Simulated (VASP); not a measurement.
VAu: single point with r2SCAN

Crystal: VAu.

```
CELL_PARAMETERS angstrom
1.43819 0.83034 4.42362
-1.43819 0.83034 4.42362
0.00000 -1.66067 4.42362
ATOMIC_POSITIONS crystal
Au 0.00000 0.00000 0.00000
V 0.50000 0.50000 0.50000
```

```
Program             : VASP 6.6.1
Task                : single point
Functional          : r2SCAN
Potentials or basis : VASP PAW PBE potentials, release 64 (Au, V_sv)
Cutoff              : 520 eV
k mesh              : 11 × 11 × 11
Occupations         : fermi-dirac, width 0.05 eV
Spin                : collinear spin, ferromagnetic start
Starting moments    : [0.0, 2.0] μB
```

```json
{"Pressure": "-3.6 GPa", "Band gap on the k mesh": "zero (filled and empty bands overlap)", "Net moment": "0.00 μB per cell", "Valence electrons inside the program's atomic spheres": "Au 9.81; V 11.34"}
```

Stress tensor (GPa, compression positive):
```
-8.01  0.00  0.00
 0.00 -8.01  0.00
 0.00  0.00  5.16
```

Levels at points of the mesh, in eV from the Fermi level:
Spin up:
```csv
k point,band 9,band 10,band 11,band 12,band 13,band 14,band 15,band 16
"(0.00, 0.00, 0.00)",-4.08,-4.08,-1.38,-0.09,0.56,0.56,1.81,1.81
```
Spin down:
```csv
k point,band 10,band 11,band 12,band 13,band 14,band 15
"(0.00, 0.00, 0.00)",-4.08,-1.38,-0.09,0.56,0.56,1.81
```

It took 17 min on 1 thread of AMD EPYC 9R45 96-Core Processor (Zen 5), with other jobs on the host, peak memory 0.35 GiB.

Caveat: the cell stands under tension; the PAW data sets were made with another functional, which shifts forces and pressure a little; spin-orbit coupling is left out, which moves the levels of the heavy elements.
